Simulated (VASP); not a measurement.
# AuCF (P4/mmm) in VASP: further runs

AuCF is run at these levels: PBE; tasks: single point, relaxation of cell and atoms.

All numbers are computed with VASP 6.6.1; they aren't measurements. Logs are shortened: lines on timing, memory, paths and dates and some standing lists are left out, and cuts for length are marked.

## 1. The cell of the first run

Symmetry: P4/mmm, No. 123, tetragonal system. Conventional cell: a = 3.031 Å, b = 3.031 Å, c = 4.554 Å, α = 90.00°, β = 90.00°, γ = 90.00°. Within 2.8 Å of C (site symmetry 4/mmm) lie 4 Au at 2.14 Å. Within 2.8 Å of Au (site symmetry 4/mmm) lie 4 C at 2.14 Å and 2 F at 2.28 Å. F (site symmetry 4/mmm) has 2 Au at 2.28 Å within 3.0 Å.

## 2. Single point, PBE

INCAR

```
SYSTEM = AuCF
  PREC = Accurate
  ENCUT = 520
  EDIFF = 1E-7
  ISMEAR = 0
  SIGMA = 0.1
  LREAL = .False.
  LASPH = .True.
  NELM = 80
  ALGO = Normal
  ISIF = 2
  LWAVE = .False.
  LCHARG = .False.
  GGA = PE
  NBANDS = 18
```

KPOINTS

```
regular mesh
0
Gamma
  14 14 12
  0 0 0
```

POSCAR

```
AuCF
1.0
    3.0305849871      0.0000000000      0.0000000000
    0.0000000000      3.0305849871      0.0000000000
    0.0000000000      0.0000000000      4.5543928905
C Au F
1 1 1
Direct
    0.5000000000      0.5000000000      0.0000000000
    0.0000000000      0.0000000000      0.0000000000
    0.0000000000      0.0000000000      0.5000000000
```

Potentials or basis: VASP PAW PBE potentials, release 64 (C, Au, F).

On the command line:

```bash
$ cat potpaw_PBE.64/C/POTCAR potpaw_PBE.64/Au/POTCAR potpaw_PBE.64/F/POTCAR > POTCAR
$ mpirun -np 1 vasp_std > vasp.out
```

OUTCAR:

```text
SYSTEM = AuCF
   PREC = Accurate
   ENCUT = 520
   EDIFF = 1E-7
   ISMEAR = 0
   LREAL = .False.
   LASPH = .True.
   NELM = 80
   ISIF = 2
   GGA = PE

 ion  position               nearest neighbor table
   1  0.500  0.500  0.000-   2 2.14   2 2.14   2 2.14   2 2.14
   2  0.000  0.000  0.000-   1 2.14   1 2.14   1 2.14   1 2.14   3 2.28   3 2.28
   3  0.000  0.000  0.500-   2 2.28   2 2.28

  LATTYP: Found a simple tetragonal cell.
 ALAT       =     3.0305849871
 C/A-ratio  =     1.5028098238

  Lattice vectors:

 A1 = (   3.0305849871,   0.0000000000,   0.0000000000)
 A2 = (   0.0000000000,   3.0305849871,   0.0000000000)
 A3 = (   0.0000000000,   0.0000000000,   4.5543928905)

Analysis of symmetry for initial positions (statically):
=====================================================================
 Subroutine PRICEL returns:
 Original cell was already a primitive cell.

 Routine SETGRP: Setting up the symmetry group for a
 simple tetragonal supercell.

 Subroutine GETGRP returns: Found 16 space group operations
 (whereof 16 operations were pure point group operations)
 out of a pool of 16 trial point group operations.

The static configuration has the point symmetry D_4h.

Analysis of symmetry for dynamics (positions and initial velocities):
=====================================================================
 Subroutine PRICEL returns:
 Original cell was already a primitive cell.

 Routine SETGRP: Setting up the symmetry group for a
 simple tetragonal supercell.

 Subroutine GETGRP returns: Found 16 space group operations
 (whereof 16 operations were pure point group operations)
 out of a pool of 16 trial point group operations.

The dynamic configuration has the point symmetry D_4h.

 Subroutine INISYM returns: Found 16 space group operations
 (whereof 16 operations are pure point group operations),
 and found     1 'primitive' translations

----------------------------------------------------------------------------------------

                                     Primitive cell

  volume of cell :      41.8296

  direct lattice vectors                    reciprocal lattice vectors
     3.030584987  0.000000000  0.000000000     0.329969298  0.000000000  0.000000000
     0.000000000  3.030584987  0.000000000     0.000000000  0.329969298  0.000000000
     0.000000000  0.000000000  4.554392890     0.000000000  0.000000000  0.219568233

  length of vectors
     3.030584987  3.030584987  4.554392890     0.329969298  0.329969298  0.219568233

  position of ions in fractional coordinates (direct lattice)
     0.500000000  0.500000000  0.000000000
     0.000000000  0.000000000  0.000000000
     0.000000000  0.000000000  0.500000000

  ion indices of the primitive-cell ions
   primitive index   ion index
                 1           1
                 2           2
                 3           3

----------------------------------------------------------------------------------------

 KPOINTS: regular mesh

Automatic generation of k-mesh.
 Grid dimensions read from file:
 generate k-points for:   14   14   12

 Generating k-lattice:

  Cartesian coordinates                     Fractional coordinates (reciprocal lattice)
     0.023569236  0.000000000  0.000000000     0.071428571  0.000000000  0.000000000
     0.000000000  0.023569236  0.000000000     0.000000000  0.071428571  0.000000000
     0.000000000  0.000000000  0.018297353     0.000000000  0.000000000  0.083333333

  Length of vectors
     0.023569236  0.023569236  0.018297353

  Shift w.r.t. Gamma in fractional coordinates (k-lattice)
     0.000000000  0.000000000  0.000000000

 Subroutine IBZKPT returns following result:
 ===========================================

 Found    252 irreducible k-points:

 Following reciprocal coordinates:
            Coordinates               Weight
  0.000000  0.000000  0.000000      1.000000
  0.071429  0.000000  0.000000      4.000000
  0.142857  0.000000  0.000000      4.000000
  0.214286  0.000000  0.000000      4.000000
  0.285714  0.000000  0.000000      4.000000
  0.357143  0.000000  0.000000      4.000000
[... 16 lines left out ...]
  0.285714  0.214286  0.000000      8.000000
  0.357143  0.214286  0.000000      8.000000
 [... further k-points ...]
   k-points           NKPTS =    252   k-points in BZ     NKDIM =    252   number of bands    NBANDS=     18
   number of dos      NEDOS =    301   number of ions     NIONS =      3
   total plane-waves  NPLWV =  20736
   dimension x,y,z NGX =    24 NGY =   24 NGZ =   36
   dimension x,y,z NGXF=    48 NGYF=   48 NGZF=   72
   ions per type =               1   1   1
   NGX,Y,Z   is equivalent  to a cutoff of  13.17, 13.17, 13.14 a.u.
   NGXF,Y,Z  is equivalent  to a cutoff of  26.33, 26.33, 26.28 a.u.
 SYSTEM =  AuCF
   PREC   = accura    normal or accurate (medium, high low for compatibility)
   ISTART =      0    job   : 0-new  1-cont  2-samecut
   ICHARG =      2    charge: 1-file 2-atom 10-const
   ISPIN  =      1    spin polarized calculation?
   LNONCOLLINEAR =      F non collinear calculations
   LSORBIT =      F    spin-orbit coupling
   LASPH  =      T    aspherical Exc in radial PAW
   ENCUT  =  520.0 eV  38.22 Ry    6.18 a.u.   5.63  5.63  8.47*2*pi/ulx,y,z
   NELM   =     80;   NELMIN=  2; NELMDL= -5     # of ELM steps
   EDIFF  = 0.1E-06   stopping-criterion for ELM
   LREAL  =      F    real-space projection
   EDIFFG = 0.1E-05   stopping-criterion for IOM
   NSW    =      0    number of steps for IOM
   IBRION =     -1    ionic relax: 0-MD 1-quasi-New 2-CG
   NFREE  =      0    steps in history (QN), initial steepest desc. (CG)
   ISIF   =      2    stress and relaxation
   ISYM   =      2    0-nonsym 1-usesym 2-fastsym
   POTIM  = 0.5000    time-step for ionic-motion
   TEBEG  =    0.0;   TEEND  =   0.0 temperature during run
   PSTRESS=    0.0 pullay stress
   NELECT =      22.0000    total number of electrons
   NUPDOWN=      -1.0000    fix difference up-down
   EMIN   =  10.00;   EMAX   =-10.00  energy-range for DOS
   EFERMI =   0.00;   METHOD = LEGACY
   ISMEAR =     0;   SIGMA  =   0.10  broadening in eV -4-tet -1-fermi 0-gaus
   EFERMI_NEDOS =   21; number of points for ismear=-14 and -15
   IALGO  =     38    algorithm
   IMIX   =      4    mixing-type and parameters
     AMIX     =   0.40;   BMIX     =  1.00
     AMIX_MAG =   1.60;   BMIX_MAG =  1.00
  volume/ion in A,a.u.               =      13.94        94.09
  Fermi-wavevector in a.u.,A,eV,Ry     =   1.321462  2.497201 23.759324  1.746261
  Thomas-Fermi vector in A             =   2.451214
   LORBIT       =      0    0 simple, 1 ext, 2 COOP (PROOUT), +10 PAW based schemes
   GGA     = PE    functional components
   LHFCALC =     F    Hartree Fock is set to
   AEXX    =    0.0000 exact exchange contribution
   IVDW    =     0    specifies the selected vdW correction
   LEPSILON=     F    determine dielectric tensor
   LRPA    =     F    only Hartree local field effects (RPA)
 non-spin polarized calculation
 Gauss-broadening in eV      SIGMA  =   0.10
  energy-cutoff  :      520.00
  volume of cell :       41.83
 maximum number of plane-waves:      1142
 NGX is ok and might be reduce to    24
   NGX = 11   NGY = 11   NGZ = 17

 number of electron      22.0000017 magnetization

 Free energy of the ion-electron system (eV)
  ---------------------------------------------------
  ext. energy  EPLUGINS =         0.00000000
  ---------------------------------------------------
  free energy    TOTEN  =       -11.21433659 eV

  energy without entropy =      -11.20834770  energy(sigma->0) =      -11.21134214

 E-fermi :   3.6237     XC(G=0): -10.4355

 val. band max:        3.6235351039   @ k =   0.3571   0.2143   0.3333
 cond. band min:       3.6262412055   @ k =   0.4286   0.4286   0.1667
 fundamental gap:      0.0027061016
 Fermi energy:         3.6237357879

 k-point     1 :       0.0000    0.0000    0.0000
  band No.  band energies     occupation
      1     -17.8953      2.00000
      2      -9.6973      2.00000
      3      -3.1461      2.00000
      4      -1.2288      2.00000
      5      -1.1006      2.00000
      6      -0.6115      2.00000
[... 10 lines left out ...]
     17      19.3948      0.00000
     18      20.8713      0.00000

 k-point     2 :       0.0714    0.0000    0.0000
  band No.  band energies     occupation
      1     -17.8890      2.00000
      2      -9.6117      2.00000
      3      -3.1340      2.00000
      4      -1.4864      2.00000
      5      -1.2123      2.00000
      6      -0.6049      2.00000
[... 10 lines left out ...]
     17      19.0243      0.00000
     18      20.6504      0.00000

 k-point     3 :       0.1429    0.0000    0.0000
  band No.  band energies     occupation
      1     -17.8709      2.00000
      2      -9.3593      2.00000
      3      -3.1287      2.00000
      4      -2.0530      2.00000
      5      -1.4658      2.00000
      6      -0.5862      2.00000
[... 10 lines left out ...]
     17      18.1492      0.00000
     18      20.2491      0.00000

 k-point     4 :       0.2143    0.0000    0.0000
  band No.  band energies     occupation
      1     -17.8446      2.00000
      2      -8.9528      2.00000
      3      -3.2265      2.00000
      4      -2.6656      2.00000
      5      -1.7622      2.00000
      6      -0.5590      2.00000
[... 375 lines left out ...]
      4      -2.7654      2.00000
      5      -1.7865      2.00000
      6      -0.9778      2.00000
[... 10 lines left out ...]
     17      16.9889      0.00000
     18      18.7819      0.00000

 k-point    23 :       0.2857    0.2143    0.0000
  band No.  band energies     occupation
      1     -17.7690      2.00000
      2      -8.1331      2.00000
      3      -4.0278      2.00000
      4      -2.6113      2.00000
      5      -1.8824      2.00000
      6      -1.0319      2.00000
[... 10 lines left out ...]
     17      16.5852      0.00000
     18      18.2584      0.00000

 k-point    24 :       0.3571    0.2143    0.0000
  band No.  band energies     occupation
      1     -17.7440      2.00000
      2      -7.8753      2.00000
      3      -4.1171      2.00000
      4      -2.5222      2.00000
      5      -2.0073      2.00000
      6      -1.0175      2.00000
[... 10 lines left out ...]
     17      16.3259      0.00000
     18      17.9635      0.00000

 [... further k-points ...]
[... 5 lines left out ...]
  --------------------------------------------------------------------------------------
  -------------------------------------------------------------------------------------
  Total       -0.0521371     -0.0521371     -0.0472455      0.0000000      0.0000000      0.0000000
  in kB       -1.9969802     -1.9969802     -1.8096218      0.0000000      0.0000000      0.0000000
  external PRESSURE =      -1.9345274 kB  Pullay stress =       0.0000000 kB

 VOLUME and BASIS-vectors are now :
 -----------------------------------------------------------------------------
  energy-cutoff  :      520.00
  volume of cell :       41.83
      direct lattice vectors                 reciprocal lattice vectors
     3.030584987  0.000000000  0.000000000     0.329969298  0.000000000  0.000000000
     0.000000000  3.030584987  0.000000000     0.000000000  0.329969298  0.000000000
     0.000000000  0.000000000  4.554392890     0.000000000  0.000000000  0.219568233

 POSITION                                       TOTAL-FORCE (eV/Angst)
 -----------------------------------------------------------------------------------
      1.51529      1.51529      0.00000         0.000000      0.000000      0.000000
      0.00000      0.00000      0.00000         0.000000      0.000000      0.000000
      0.00000      0.00000      2.27720         0.000000      0.000000      0.000000
 -----------------------------------------------------------------------------------
    total drift:                                0.000000     -0.000000     -0.000000

  FREE ENERGIE OF THE ION-ELECTRON SYSTEM (eV)
  ---------------------------------------------------
  free  energy   TOTEN  =       -11.2143365865 eV

  energy  without entropy=      -11.2083477027  energy(sigma->0) =      -11.21134214
```

Run time: 85 s. Hardware: 1 thread of Intel Xeon Platinum 8559C (Emerald Rapids), shared host; peak memory 0.31 GiB.

Results:

```yaml
Free_energy: -11.2143 eV
Pressure: -0.2 GPa
Band_gap_on_the_k_mesh: zero (band 11 reaches 4.79 eV, above the bottom of band 12 at 2.84 eV)
```

Caveat: spin-orbit coupling is left out, which moves the levels of the heavy elements.

## 3. Relaxation of cell and atoms, PBE

This run uses another cell than the first one, of 13.71 Å³/atom, 0.983 times its volume.

INCAR

```
  PREC = Accurate
  ENCUT = 600
  EDIFF = 1E-6
  ISMEAR = 0
  SIGMA = 0.1
  LREAL = F
  LASPH = T
  NELM = 80
  ALGO = Normal
  ISIF = 3
  LWAVE = F
  LCHARG = F
  GGA = PE
  IBRION = 2
  NSW = 100
  EDIFFG = -0.01
```

KPOINTS

```
Automatic mesh
0
Gamma
  14 14 12
```

POSCAR

```
AuCF
1.0
    3.1044474400      0.0000000000      0.0000000000
    0.0000000000      3.1044474400      0.0000000000
    0.0000000000      0.0000000000      4.2678816300
C Au F
1 1 1
Direct
    0.5000000000      0.5000000000      0.0000000000
    0.0000000000      0.0000000000      0.0000000000
    0.0000000000      0.0000000000      0.5000000000
```

Potentials or basis: VASP PAW PBE potentials, release 64 (C, Au, F).

On the command line:

```bash
$ cat potpaw_PBE.64/C/POTCAR potpaw_PBE.64/Au/POTCAR potpaw_PBE.64/F/POTCAR > POTCAR
$ mpirun -np 1 vasp_std > vasp.out
```

OUTCAR:

```text
PREC = Accurate
   ENCUT = 600
   EDIFF = 1E-6
   ISMEAR = 0
   LREAL = F
   LASPH = T
   NELM = 80
   ISIF = 3
   GGA = PE
   IBRION = 2
   NSW = 100
   EDIFFG = -0.01

 ion  position               nearest neighbor table
   1  0.500  0.500  0.000-   2 2.20   2 2.20   2 2.20   2 2.20
   2  0.000  0.000  0.000-   3 2.13   3 2.13   1 2.20   1 2.20   1 2.20   1 2.20
   3  0.000  0.000  0.500-   2 2.13   2 2.13

  LATTYP: Found a simple tetragonal cell.
 ALAT       =     3.1044474400
 C/A-ratio  =     1.3747636939

  Lattice vectors:

 A1 = (   3.1044474400,   0.0000000000,   0.0000000000)
 A2 = (   0.0000000000,   3.1044474400,   0.0000000000)
 A3 = (   0.0000000000,   0.0000000000,   4.2678816300)

Analysis of symmetry for initial positions (statically):
=====================================================================
 Subroutine PRICEL returns:
 Original cell was already a primitive cell.

 Routine SETGRP: Setting up the symmetry group for a
 simple tetragonal supercell.

 Subroutine GETGRP returns: Found 16 space group operations
 (whereof 16 operations were pure point group operations)
 out of a pool of 16 trial point group operations.

The static configuration has the point symmetry D_4h.

Analysis of symmetry for dynamics (positions and initial velocities):
[... 387 lines left out ...]
 Free energy of the ion-electron system (eV)
  ---------------------------------------------------
  ext. energy  EPLUGINS =         0.00000000
  ---------------------------------------------------
  free energy    TOTEN  =       -11.21493983 eV

  energy without entropy =      -11.20894685  energy(sigma->0) =      -11.21194334

 E-fermi :   3.6418     XC(G=0): -10.4434

 val. band max:        3.6185683798   @ k =   0.0000   0.0000   0.4167
 cond. band min:       3.6425772649   @ k =   0.4286   0.4286   0.1667
 fundamental gap:      0.0240088851
 Fermi energy:         3.6418044708

 k-point     1 :       0.0000    0.0000    0.0000
  band No.  band energies     occupation
      1     -17.8884      2.00000
      2      -9.6913      2.00000
      3      -3.1391      2.00000
      4      -1.2162      2.00000
      5      -1.0941      2.00000
      6      -0.5987      2.00000
      7      -0.5987      2.00000
      8       0.1426      2.00000
      9       1.5580      2.00000
     10       1.5580      2.00000
     11       2.8489      2.00000
     12       3.0007      2.00000
     13       3.0007      2.00000
     14       9.3928      0.00000
[... 401 lines left out ...]
      2      -7.8664      2.00000
      3      -4.1105      2.00000
      4      -2.5130      2.00000
      5      -1.9986      2.00000
      6      -1.0063      2.00000
      7      -0.1891      2.00000
      8       0.0139      2.00000
      9       0.9795      2.00000
     10       1.2807      2.00000
     11       2.1782      2.00000
     12       4.4454      0.00000
     13       5.6267      0.00000
     14      12.3356      0.00000
     15      14.2984      0.00000

 [... further k-points ...]

------------------------ aborting loop because EDIFF is reached ----------------------------------------

  FORCE on cell =-STRESS in cart. coord.  units (eV):
  Direction    XX          YY          ZZ          XY          YZ          ZX
  --------------------------------------------------------------------------------------
  -------------------------------------------------------------------------------------
  Total        0.0096055      0.0096055     -0.0082263      0.0000000     -0.0000000      0.0000000
  in kB        0.3684880      0.3684880     -0.3155787      0.0000000     -0.0000000      0.0000000
  external PRESSURE =       0.1404658 kB  Pullay stress =       0.0000000 kB
[... 18 lines left out ...]
  FREE ENERGIE OF THE ION-ELECTRON SYSTEM (eV)
  ---------------------------------------------------
  free  energy   TOTEN  =       -11.2149398337 eV

  energy  without entropy=      -11.2089468524  energy(sigma->0) =      -11.21194334

 reached required accuracy - stopping structural energy minimisation
```

OSZICAR:

```text
N       E                     dE             d eps       ncg     rms          rms(c)
DAV:   1     0.132828028217E+03    0.13283E+03   -0.13047E+04  7712   0.154E+03
DAV:   2    -0.965300015837E+01   -0.14248E+03   -0.13939E+03  9429   0.310E+02
DAV:   3    -0.147443350078E+02   -0.50913E+01   -0.50526E+01  8876   0.628E+01
DAV:   4    -0.147822949241E+02   -0.37960E-01   -0.37950E-01  9359   0.581E+00
[... 59 lines left out ...]
DAV:   1    -0.112152873322E+02   -0.40359E-03   -0.14483E-02  7672   0.112E+00    0.121E-01
DAV:   2    -0.112150069847E+02    0.28035E-03   -0.66553E-04  8225   0.267E-01    0.610E-02
DAV:   3    -0.112149493806E+02    0.57604E-04   -0.13006E-04  8645   0.902E-02    0.274E-02
DAV:   4    -0.112149401084E+02    0.92721E-05   -0.30201E-05  9298   0.497E-02    0.182E-02
DAV:   5    -0.112149398337E+02    0.27475E-06   -0.40309E-06  7572   0.180E-02
   7 F= -.11214940E+02 E0= -.11211943E+02  d E =-.564888E-04
```

It took 5.6 min on 1 thread of Intel Xeon Platinum 8559C (Emerald Rapids), shared host; peak memory 0.36 GiB.

Results:

- Free energy: -11.2149 eV
- Relaxed volume: 13.92 Å³/atom
- Relaxed cell: a = 3.029 Å, b = 3.029 Å, c = 4.552 Å, α = 90.00°, β = 90.00°, γ = 90.00°
- Space group after relaxing (to 0.05 Å): P4/mmm (No. 123)
- Energy gained by relaxing: 58.2 meV/atom
- Ionic steps: 7
- Pressure after relaxing: 0.0 GPa
- Band gap on the k mesh: zero (band 11 reaches 4.81 eV, above the bottom of band 12 at 2.85 eV)

The path:
```
step  energy change (eV)  largest force (eV/Å)  pressure (GPa)  volume (Å³)
   1              0.0000                0.0000            2.41        41.13
   2             -0.1723                0.0000           -1.52        42.26
   3             -0.1723                0.0000           -1.42        42.24
   4             -0.1737                0.0000            0.86        41.51
   5             -0.1746                0.0000           -0.05        41.79
   6             -0.1746                0.0000           -0.07        41.80
   7             -0.1746                0.0000            0.01        41.76
```

Final structure:
```
C Au F
1.0
     3.02908    0.00000    0.00000
     0.00000    3.02908    0.00000
     0.00000    0.00000    4.55184
C Au F
1 1 1
Direct
  0.50000 0.50000 0.00000
  0.00000 0.00000 0.00000
  0.00000 0.00000 0.50000
```

Caveat: spin-orbit coupling is left out, which moves the levels of the heavy elements.
